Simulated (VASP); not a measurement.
Write the native input for VASP 6.6.1 that does the following.

| Quantity | Value |
| --- | --- |
| Task | single point |
| Functional | LDA |
| Potentials or basis | VASP PAW LDA potentials, release 64 (Pd) |
| Cutoff | 500 eV |
| k mesh | 8 × 8 × 8 |
| Occupations | gaussian, width 0.1 eV |
| Spin | no spin polarisation |
| Dipole correction | no |
| Further INCAR settings | ALGO = Normal; EDIFF = 1e-06; NBANDS = 11 |

The structure of Pd lies in POSCAR:

```
Pd
1.0
    0.0000000000      1.9227552169      1.9227552169
    1.9227552169      0.0000000000      1.9227552169
    1.9227552169      1.9227552169      0.0000000000
Pd
1
Direct
    0.0000000000      0.0000000000      0.0000000000
```

One way to write it, as run:

INCAR

```
SYSTEM = Pd
PREC = Accurate
ENCUT = 500
EDIFF = 1E-6
ISMEAR = 0
SIGMA = 0.1
LREAL = .False.
LASPH = .True.
NELM = 120
ALGO = Normal
ISIF = 2
LWAVE = .False.
LCHARG = .True.
GGA = CA
LELF = .True.
LVHAR = .True.
NBANDS = 11
GGA_COMPAT = .False.
```

KPOINTS

```
Automatic mesh
0
Gamma
  8 8 8
  0 0 0
```

Potentials or basis: VASP PAW LDA potentials, release 64 (Pd).

Run with:

```console
$ cat potpaw_LDA.64/Pd/POTCAR > POTCAR
$ mpirun -np 1 vasp_std > vasp.out
```

It gave:

* Pressure: 0.2 GPa
* Band gap on the k mesh: zero (band 5 reaches 10.60 eV, above the bottom of band 6 at 8.90 eV)

Wall time 6.9 s on 1 thread of Intel(R) Xeon(R) Platinum 8259CL CPU @ 2.50GHz (Skylake/Cascade Lake) (shared host), peak memory 0.12 GiB.
